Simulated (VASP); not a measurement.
# Si3C (P4/mmm) in VASP: a series of runs, part 3 of 3

VASP 6.6.1.

## Step 6: Single point, PBE, collinear spin, ferromagnetic start

This run uses another cell than the first one, of 14.60 Å³/atom, 1.173 times its volume.

Input file INCAR:

```
  PREC = Accurate
  ENCUT = 520
  EDIFF = 1E-6
  ISMEAR = 0
  SIGMA = 0.1
  LREAL = False
  LASPH = True
  NELM = 150
  ALGO = Normal
  ISIF = 2
  LWAVE = False
  LCHARG = False
  ISPIN = 2
  MAGMOM = 0 0 0 1
  LORBIT = 11
  GGA = PE
  NBANDS = 20
```

Input file KPOINTS:

```
regular mesh
0
Gamma
  6 6 2
```

Input file POSCAR:

```
Si3C
1.0
    2.7434356100      0.0000000000      0.0000000000
    0.0000000000      2.7434356100      0.0000000000
    0.0000000000      0.0000000000      7.7596076900
Si C
3 1
Direct
    0.0000000000      0.0000000000      0.7500000000
    0.5000000000      0.5000000000      0.5000000000
    0.0000000000      0.0000000000      0.2500000000
    0.5000000000      0.5000000000      0.0000000000
```

Potentials or basis: VASP PAW PBE potentials, release 64 (Si, C).

Command:

```
cat potpaw_PBE.64/Si/POTCAR potpaw_PBE.64/C/POTCAR > POTCAR
mpirun -np 1 vasp_std > vasp.out
```

OUTCAR:

```text
PREC = Accurate
   ENCUT = 520
   EDIFF = 1E-6
   ISMEAR = 0
   LREAL = False
   LASPH = True
   NELM = 150
   ISIF = 2
   ISPIN = 2
   LORBIT = 11
   GGA = PE

 ion  position               nearest neighbor table
   1  0.000  0.000  0.750-   2 2.74   2 2.74   2 2.74   2 2.74
   2  0.500  0.500  0.500-   1 2.74   3 2.74   1 2.74   3 2.74   1 2.74   3 2.74   1 2.74   3 2.74

   3  0.000  0.000  0.250-   2 2.74   2 2.74   2 2.74   2 2.74
   4  0.500  0.500  0.000-

  LATTYP: Found a simple tetragonal cell.
 ALAT       =     2.7434356100
 C/A-ratio  =     2.8284271232

  Lattice vectors:

 A1 = (   2.7434356100,   0.0000000000,   0.0000000000)
 A2 = (   0.0000000000,   2.7434356100,   0.0000000000)
 A3 = (   0.0000000000,   0.0000000000,   7.7596076900)

Analysis of symmetry for initial positions (statically):
=====================================================================
 Subroutine PRICEL returns:
 Original cell was already a primitive cell.

 Routine SETGRP: Setting up the symmetry group for a
 simple tetragonal supercell.

 Subroutine GETGRP returns: Found 16 space group operations
 (whereof 16 operations were pure point group operations)
 out of a pool of 16 trial point group operations.

The static configuration has the point symmetry D_4h.

Analysis of symmetry for dynamics (positions and initial velocities):
=====================================================================
 Subroutine PRICEL returns:
 Original cell was already a primitive cell.

 Routine SETGRP: Setting up the symmetry group for a
 simple tetragonal supercell.

 Subroutine GETGRP returns: Found 16 space group operations
 (whereof 16 operations were pure point group operations)
 out of a pool of 16 trial point group operations.

The dynamic configuration has the point symmetry D_4h.

[... 154 lines left out ...]
  ---------------------------------------------------
  free energy    TOTEN  =       -18.96287427 eV

  energy without entropy =      -18.95359343  energy(sigma->0) =      -18.95823385

 E-fermi :   7.8242     XC(G=0): -10.7954

 val. band max:        7.7061480250   @ k =   0.5000   0.3333   0.0000
 cond. band min:       7.8444670456   @ k =   0.3333   0.3333   0.0000
 fundamental gap:      0.1383190206
 Fermi energy:         7.8241688067

 spin component 1

 k-point     1 :       0.0000    0.0000    0.0000
  band No.  band energies     occupation
      1      -6.0316      1.00000
      2      -3.7961      1.00000
      3      -3.5140      1.00000
      4       2.7940      1.00000
      5       3.2593      1.00000
      6       9.4800      0.00000
[... 436 lines left out ...]
      6       4.0764      1.00000
[... 12 lines left out ...]
     19      16.1429      0.00000
     20      17.7264      0.00000
 Fermi energy:         7.8241688067

 spin component 2

 k-point     1 :       0.0000    0.0000    0.0000
  band No.  band energies     occupation
      1      -6.0315      1.00000
      2      -3.7956      1.00000
      3      -3.5138      1.00000
      4       2.7941      1.00000
      5       3.2599      1.00000
      6       9.4804      0.00000
[... 449 lines left out ...]
     19      16.1430      0.00000
     20      17.7268      0.00000

------------------------ aborting loop because EDIFF is reached ----------------------------------------

  FORCE on cell =-STRESS in cart. coord.  units (eV):
  Direction    XX          YY          ZZ          XY          YZ          ZX
  --------------------------------------------------------------------------------------
  -------------------------------------------------------------------------------------
  Total       -2.5481109     -2.5481109     -6.5336174      0.0000000      0.0000000      0.0000000
  in kB      -69.9036089    -69.9036089   -179.2400167      0.0000000      0.0000000      0.0000000
  external PRESSURE =    -106.3490782 kB  Pullay stress =       0.0000000 kB

 VOLUME and BASIS-vectors are now :
 -----------------------------------------------------------------------------
  energy-cutoff  :      520.00
  volume of cell :       58.40
      direct lattice vectors                 reciprocal lattice vectors
     2.743435610  0.000000000  0.000000000     0.364506459  0.000000000  0.000000000
     0.000000000  2.743435610  0.000000000     0.000000000  0.364506459  0.000000000
     0.000000000  0.000000000  7.759607690     0.000000000  0.000000000  0.128872495

 POSITION                                       TOTAL-FORCE (eV/Angst)
 -----------------------------------------------------------------------------------
      0.00000      0.00000      5.81971         0.000000      0.000000      1.033699
      1.37172      1.37172      3.87980        -0.000000     -0.000000      0.000000
      0.00000      0.00000      1.93990        -0.000000      0.000000     -1.033699
      1.37172      1.37172      0.00000        -0.000000     -0.000000      0.000000
 -----------------------------------------------------------------------------------
    total drift:                                0.000000     -0.000000     -0.000000

  FREE ENERGIE OF THE ION-ELECTRON SYSTEM (eV)
  ---------------------------------------------------
  free  energy   TOTEN  =       -18.9628742685 eV

  energy  without entropy=      -18.9535934294  energy(sigma->0) =      -18.95823385

 total charge

# of ion       s       p       d       tot
------------------------------------------
    1        0.852   0.628   0.000   1.480
    2        0.852   0.695   0.000   1.547
    3        0.852   0.628   0.000   1.480
    4        1.041   0.986   0.000   2.027
--------------------------------------------------
tot          3.597   2.937   0.000   6.534

 magnetization (x)

# of ion       s       p       d       tot
------------------------------------------
    1        0.000  -0.000   0.000   0.000
    2        0.000   0.000   0.000   0.000
    3        0.000  -0.000   0.000   0.000
    4        0.000   0.000   0.000   0.000
--------------------------------------------------
tot          0.000   0.000   0.000   0.000
```

OSZICAR:

```text
N       E                     dE             d eps       ncg     rms          rms(c)
DAV:   1     0.227977818624E+02    0.22798E+02   -0.60380E+03  1600   0.662E+02
DAV:   2    -0.171729127629E+02   -0.39971E+02   -0.37291E+02  2132   0.113E+02
DAV:   3    -0.189760306719E+02   -0.18031E+01   -0.17482E+01  1996   0.190E+01
DAV:   4    -0.189890600385E+02   -0.13029E-01   -0.13020E-01  1920   0.202E+00
DAV:   5    -0.189891498398E+02   -0.89801E-04   -0.89798E-04  1880   0.167E-01    0.455E+00
DAV:   6    -0.189287575589E+02    0.60392E-01   -0.19676E-01  1896   0.221E+00    0.264E+00
DAV:   7    -0.189611042078E+02   -0.32347E-01   -0.15810E-01  2096   0.170E+00    0.108E+00
DAV:   8    -0.189552507978E+02    0.58534E-02   -0.10541E-01  1932   0.121E+00    0.568E-01
DAV:   9    -0.189607386960E+02   -0.54879E-02   -0.16550E-02  1956   0.614E-01    0.274E-01
DAV:  10    -0.189619783115E+02   -0.12396E-02   -0.22218E-03  1848   0.233E-01    0.186E-01
DAV:  11    -0.189627438218E+02   -0.76551E-03   -0.58186E-04  1976   0.121E-01    0.616E-02
DAV:  12    -0.189628661326E+02   -0.12231E-03   -0.24295E-04  1996   0.792E-02    0.214E-02
DAV:  13    -0.189628741211E+02   -0.79886E-05   -0.44984E-05  1884   0.325E-02    0.128E-02
DAV:  14    -0.189628742685E+02   -0.14739E-06   -0.43726E-06  1844   0.100E-02
   1 F= -.18962874E+02 E0= -.18958234E+02  d E =-.928084E-02  mag=     0.0003
```

It took 68 s on 1 thread of AMD EPYC 7R13 (Zen 3), shared host; peak memory 0.15 GiB.

Results:

- Free energy: -18.9629 eV
- Pressure: -10.6 GPa
- Largest force: 1.034 eV/Å
- Band gap on the k mesh: zero (filled and empty bands overlap)
- Net moment: 0.00 μB per cell
- Valence electrons inside the program's atomic spheres: Si 1.48, 1.55; C 2.03

Forces in eV/Å, atoms in the order of the input:
```
Si   0.000  0.000  1.034
Si   0.000  0.000  0.000
Si   0.000  0.000 -1.034
C    0.000  0.000  0.000
```

Stress tensor (GPa, compression positive):
```
 -6.99   0.00   0.00
  0.00  -6.99   0.00
  0.00   0.00 -17.92
```

Caveat: the k points lie up to 0.40 Å⁻¹ apart; forces of over 1 eV/Å act on the atoms, so gaps and moduli don't describe the material at rest.

## Step 7: Summary

| task | spin | cell | k mesh | cutoff (eV) | gap on the mesh (eV) | pressure (GPa) | largest force (eV/Å) |
| --- | --- | --- | --- | --- | --- | --- | --- |
| single point | off | a = 2.652, b = 2.652, c = 7.082 Å, 4 atoms | 6 × 6 × 2 | 520 | none | -0.1 | 0.02 |
| single point | off | a = 2.743, b = 2.743, c = 7.760 Å, 4 atoms | 6 × 6 × 2 | 520 | none | -10.6 | 1.03 |
| single point | off | a = 2.651, b = 2.651, c = 7.107 Å, 4 atoms | 6 × 6 × 4 | 520 | none | 0.0 | 0.02 |
| relaxation of cell and atoms | off | relaxed from a = 2.743, b = 2.743, c = 7.760 Å, 4 atoms | 6 × 6 × 2 | 600 | - | -0.2 | 0.03 |
| single point | collinear, ferromagnetic start | a = 2.743, b = 2.743, c = 7.760 Å, 4 atoms | 6 × 6 × 2 | 520 | none | -10.6 | 1.03 |

Alike in all rows: level PBE; potentials or basis VASP PAW PBE potentials, release 64 (Si, C); smearing gaussian 0.1 eV.

Caveats: all runs use coarse meshes; forces of over 1 eV/Å act on the atoms, so gaps and moduli don't describe the material at rest (some runs); the volume moved by over 15 % at a fixed basis, so the end points are rough (some runs); the bands computed are all filled at some k points, so no gap is given (some runs).

Total energies depend on the potentials used, so only differences within one code and one set of settings carry meaning.
